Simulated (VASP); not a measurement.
# BiTe (Fm-3m) in VASP: single point with PBEsol

Aim: the single point of BiTe with PBEsol.

Program: VASP 6.6.1. These are calculated values, not measurements. Logs are shortened: lines on timing, memory, paths and dates and some standing lists are left out, and cuts for length are marked.

## (1) The cell of the first run

Symmetry: Fm-3m, No. 225, cubic system. Conventional cell: a = 6.470 Å, b = 6.470 Å, c = 6.470 Å, α = 90.00°, β = 90.00°, γ = 90.00°. Within 4.3 Å of Bi (site symmetry m-3m) lie 6 Te at 3.23 Å. Te (site symmetry m-3m) has 6 Bi at 3.23 Å within 4.3 Å.

## (2) Single point, PBEsol

INCAR

```
SYSTEM = BiTe
PREC = Accurate
ENCUT = 520
EDIFF = 1E-7
ISMEAR = -1
SIGMA = 0.1
LREAL = .FALSE.
LASPH = .TRUE.
NELM = 60
ALGO = Normal
ISIF = 2
LWAVE = .FALSE.
LCHARG = .FALSE.
GGA = PS
NBANDS = 18
```

KPOINTS

```
regular mesh
0
G
  6 6 6
  0 0 0
```

POSCAR

```
BiTe
1.0
    0.0000000000      3.2350000000      3.2350000000
    3.2350000000      0.0000000000      3.2350000000
    3.2350000000      3.2350000000      0.0000000000
Bi Te
1 1
Direct
    0.0000000000      0.0000000000      0.0000000000
    0.5000000000      0.5000000000      0.5000000000
```

Potentials or basis: VASP PAW PBE potentials, release 64 (Bi_d, Te).

Launch:

```bash
cat potpaw_PBE.64/Bi_d/POTCAR potpaw_PBE.64/Te/POTCAR > POTCAR
mpirun -np 1 vasp_std > vasp.out
```

OUTCAR:

```text
SYSTEM = BiTe
   PREC = Accurate
   ENCUT = 520
   EDIFF = 1E-7
   ISMEAR = -1
   LREAL = .FALSE.
   LASPH = .TRUE.
   NELM = 60
   ISIF = 2
   GGA = PS

 ion  position               nearest neighbor table
   1  0.000  0.000  0.000-   2 3.23   2 3.23   2 3.23   2 3.23   2 3.23   2 3.23
   2  0.500  0.500  0.500-   1 3.23   1 3.23   1 3.23   1 3.23   1 3.23   1 3.23

  LATTYP: Found a face centered cubic cell.
 ALAT       =     6.4700000000

  Lattice vectors:

 A1 = (   0.0000000000,   3.2350000000,   3.2350000000)
 A2 = (   3.2350000000,   0.0000000000,   3.2350000000)
 A3 = (   3.2350000000,   3.2350000000,   0.0000000000)

Analysis of symmetry for initial positions (statically):
=====================================================================
 Subroutine PRICEL returns:
 Original cell was already a primitive cell.

 Routine SETGRP: Setting up the symmetry group for a
 face centered cubic supercell.

 Subroutine GETGRP returns: Found 48 space group operations
 (whereof 48 operations were pure point group operations)
 out of a pool of 48 trial point group operations.

The static configuration has the point symmetry O_h .

Analysis of symmetry for dynamics (positions and initial velocities):
=====================================================================
 Subroutine PRICEL returns:
 Original cell was already a primitive cell.

 Routine SETGRP: Setting up the symmetry group for a
 face centered cubic supercell.

 Subroutine GETGRP returns: Found 48 space group operations
 (whereof 48 operations were pure point group operations)
 out of a pool of 48 trial point group operations.

The dynamic configuration has the point symmetry O_h .

 Subroutine INISYM returns: Found 48 space group operations
 (whereof 48 operations are pure point group operations),
 and found     1 'primitive' translations

----------------------------------------------------------------------------------------

                                     Primitive cell

  volume of cell :      67.7100

  direct lattice vectors                    reciprocal lattice vectors
     0.000000000  3.235000000  3.235000000    -0.154559505  0.154559505  0.154559505
     3.235000000  0.000000000  3.235000000     0.154559505 -0.154559505  0.154559505
     3.235000000  3.235000000  0.000000000     0.154559505  0.154559505 -0.154559505

  length of vectors
     4.574980874  4.574980874  4.574980874     0.267704916  0.267704916  0.267704916

  position of ions in fractional coordinates (direct lattice)
     0.000000000  0.000000000  0.000000000
     0.500000000  0.500000000  0.500000000

  ion indices of the primitive-cell ions
   primitive index   ion index
                 1           1
                 2           2

----------------------------------------------------------------------------------------

 KPOINTS: regular mesh

Automatic generation of k-mesh.
 Grid dimensions read from file:
 generate k-points for:    6    6    6

 Generating k-lattice:

  Cartesian coordinates                     Fractional coordinates (reciprocal lattice)
    -0.025759918  0.025759918  0.025759918     0.166666667  0.000000000  0.000000000
     0.025759918 -0.025759918  0.025759918     0.000000000  0.166666667  0.000000000
     0.025759918  0.025759918 -0.025759918     0.000000000  0.000000000  0.166666667

  Length of vectors
     0.044617486  0.044617486  0.044617486

  Shift w.r.t. Gamma in fractional coordinates (k-lattice)
     0.000000000  0.000000000  0.000000000

 Subroutine IBZKPT returns following result:
 ===========================================

 Found     16 irreducible k-points:

 Following reciprocal coordinates:
            Coordinates               Weight
  0.000000  0.000000  0.000000      1.000000
  0.166667  0.000000  0.000000      8.000000
  0.333333  0.000000  0.000000      8.000000
  0.500000  0.000000  0.000000      4.000000
  0.166667  0.166667  0.000000      6.000000
  0.333333  0.166667  0.000000     24.000000
[... 8 lines left out ...]
 -0.333333  0.333333  0.166667     24.000000
 -0.333333  0.500000  0.166667     12.000000
   k-points           NKPTS =     16   k-points in BZ     NKDIM =     16   number of bands    NBANDS=     18
   number of dos      NEDOS =    301   number of ions     NIONS =      2
   total plane-waves  NPLWV =  46656
   dimension x,y,z NGX =    36 NGY =   36 NGZ =   36
   dimension x,y,z NGXF=    72 NGYF=   72 NGZF=   72
   ions per type =               1   1
   NGX,Y,Z   is equivalent  to a cutoff of  13.08, 13.08, 13.08 a.u.
   NGXF,Y,Z  is equivalent  to a cutoff of  26.16, 26.16, 26.16 a.u.
 SYSTEM =  BiTe
   PREC   = accura    normal or accurate (medium, high low for compatibility)
   ISTART =      0    job   : 0-new  1-cont  2-samecut
   ICHARG =      2    charge: 1-file 2-atom 10-const
   ISPIN  =      1    spin polarized calculation?
   LNONCOLLINEAR =      F non collinear calculations
   LSORBIT =      F    spin-orbit coupling
   LASPH  =      T    aspherical Exc in radial PAW
   ENCUT  =  520.0 eV  38.22 Ry    6.18 a.u.   8.51  8.51  8.51*2*pi/ulx,y,z
   NELM   =     60;   NELMIN=  2; NELMDL= -5     # of ELM steps
   EDIFF  = 0.1E-06   stopping-criterion for ELM
   LREAL  =      F    real-space projection
   EDIFFG = 0.1E-05   stopping-criterion for IOM
   NSW    =      0    number of steps for IOM
   IBRION =     -1    ionic relax: 0-MD 1-quasi-New 2-CG
   NFREE  =      0    steps in history (QN), initial steepest desc. (CG)
   ISIF   =      2    stress and relaxation
   ISYM   =      2    0-nonsym 1-usesym 2-fastsym
   POTIM  = 0.5000    time-step for ionic-motion
   TEBEG  =    0.0;   TEEND  =   0.0 temperature during run
   PSTRESS=    0.0 pullay stress
   NELECT =      21.0000    total number of electrons
   NUPDOWN=      -1.0000    fix difference up-down
   EMIN   =  10.00;   EMAX   =-10.00  energy-range for DOS
   EFERMI =   0.00;   METHOD = LEGACY
   ISMEAR =    -1;   SIGMA  =   0.10  broadening in eV -4-tet -1-fermi 0-gaus
   EFERMI_NEDOS =   21; number of points for ismear=-14 and -15
   IALGO  =     38    algorithm
   IMIX   =      4    mixing-type and parameters
     AMIX     =   0.40;   BMIX     =  1.00
     AMIX_MAG =   1.60;   BMIX_MAG =  1.00
  volume/ion in A,a.u.               =      33.86       228.46
  Fermi-wavevector in a.u.,A,eV,Ry     =   1.108146  2.094092 16.707785  1.227988
  Thomas-Fermi vector in A             =   2.244669
   LORBIT       =      0    0 simple, 1 ext, 2 COOP (PROOUT), +10 PAW based schemes
   GGA     = PS    functional components
   LHFCALC =     F    Hartree Fock is set to
   AEXX    =    0.0000 exact exchange contribution
   IVDW    =     0    specifies the selected vdW correction
   LEPSILON=     F    determine dielectric tensor
   LRPA    =     F    only Hartree local field effects (RPA)
 non-spin polarized calculation
  energy-cutoff  :      520.00
  volume of cell :       67.71
 maximum number of plane-waves:      1853
 NGX is ok and might be reduce to    36
   NGX = 17   NGY = 17   NGZ = 17

 number of electron      21.0000001 magnetization

 Free energy of the ion-electron system (eV)
  ---------------------------------------------------
  ext. energy  EPLUGINS =         0.00000000
  ---------------------------------------------------
  free energy    TOTEN  =        -7.99652156 eV

  energy without entropy =       -7.94295100  energy(sigma->0) =       -7.96973628

 E-fermi :   6.4276     XC(G=0):  -9.5930

 val. band max:        6.3679894552   @ k =  -0.1667   0.1667   0.0000
 cond. band min:       6.5232969605   @ k =   0.3333   0.0000   0.0000
 fundamental gap:      0.1553075053
 Fermi energy:         6.4275652030

 k-point     1 :       0.0000    0.0000    0.0000
  band No.  band energies     occupation
      1     -16.5681      2.00000
      2     -16.5681      2.00000
      3     -16.5636      2.00000
      4     -16.5636      2.00000
      5     -16.5636      2.00000
      6      -7.0437      2.00000
[... 10 lines left out ...]
     17      12.4811      0.00000
     18      12.9253      0.00000

 k-point     2 :       0.1667    0.0000    0.0000
  band No.  band energies     occupation
      1     -16.5691      2.00000
      2     -16.5691      2.00000
      3     -16.5631      2.00000
      4     -16.5620      2.00000
      5     -16.5620      2.00000
      6      -6.7960      2.00000
[... 10 lines left out ...]
     17      13.9614      0.00000
     18      14.4332      0.00000

 k-point     3 :       0.3333    0.0000    0.0000
  band No.  band energies     occupation
      1     -16.5715      2.00000
      2     -16.5715      2.00000
      3     -16.5622      2.00000
      4     -16.5584      2.00000
      5     -16.5584      2.00000
      6      -6.0738      2.00000
[... 10 lines left out ...]
     17      15.8661      0.00000
     18      16.9841      0.00000

 k-point     4 :       0.5000    0.0000    0.0000
  band No.  band energies     occupation
      1     -16.5727      2.00000
      2     -16.5727      2.00000
      3     -16.5617      2.00000
      4     -16.5565      2.00000
      5     -16.5565      2.00000
      6      -5.0845      2.00000
[... 207 lines left out ...]
      4     -16.5571      2.00000
      5     -16.5558      2.00000
      6      -5.5617      2.00000
[... 10 lines left out ...]
     17      14.7435      0.00000
     18      16.2262      0.00000

 k-point    15 :      -0.3333    0.3333    0.1667
  band No.  band energies     occupation
      1     -16.5764      2.00000
      2     -16.5689      2.00000
      3     -16.5602      2.00000
      4     -16.5593      2.00000
      5     -16.5543      2.00000
      6      -4.8274      2.00000
[... 10 lines left out ...]
     17      15.7201      0.00000
     18      16.9640      0.00000

 k-point    16 :      -0.3333    0.5000    0.1667
  band No.  band energies     occupation
      1     -16.5792      2.00000
      2     -16.5664      2.00000
      3     -16.5637      2.00000
      4     -16.5566      2.00000
      5     -16.5529      2.00000
      6      -4.9748      2.00000
[... 10 lines left out ...]
     17      16.5977      0.00000
     18      16.8835      0.00000

------------------------ aborting loop because EDIFF is reached ----------------------------------------

  FORCE on cell =-STRESS in cart. coord.  units (eV):
  Direction    XX          YY          ZZ          XY          YZ          ZX
  --------------------------------------------------------------------------------------
  -------------------------------------------------------------------------------------
  Total       -0.6836192     -0.6836192     -0.6836192      0.0000000     -0.0000000      0.0000000
  in kB      -16.1760310    -16.1760310    -16.1760310      0.0000000     -0.0000000      0.0000000
  external PRESSURE =     -16.1760310 kB  Pullay stress =       0.0000000 kB

 VOLUME and BASIS-vectors are now :
 -----------------------------------------------------------------------------
  energy-cutoff  :      520.00
  volume of cell :       67.71
      direct lattice vectors                 reciprocal lattice vectors
     0.000000000  3.235000000  3.235000000    -0.154559505  0.154559505  0.154559505
     3.235000000  0.000000000  3.235000000     0.154559505 -0.154559505  0.154559505
     3.235000000  3.235000000  0.000000000     0.154559505  0.154559505 -0.154559505

 POSITION                                       TOTAL-FORCE (eV/Angst)
 -----------------------------------------------------------------------------------
      0.00000      0.00000      0.00000         0.000000     -0.000000     -0.000000
      3.23500      3.23500      3.23500        -0.000000      0.000000      0.000000
 -----------------------------------------------------------------------------------
    total drift:                               -0.000000      0.000000      0.000000

  FREE ENERGIE OF THE ION-ELECTRON SYSTEM (eV)
  ---------------------------------------------------
  free  energy   TOTEN  =        -7.9965215641 eV

  energy  without entropy=       -7.9429510022  energy(sigma->0) =       -7.96973628
```

Wall time 9.2 s (1 thread of Intel Xeon 6975P-C (Granite Rapids), shared host); peak memory 0.2 GiB.

What came out:

```yaml
Free_energy: -7.9965 eV
Pressure: -1.6 GPa
```

Caveat: the PAW data sets were made with another functional, which shifts forces and pressure a little; spin-orbit coupling is left out, which moves the levels of the heavy elements.
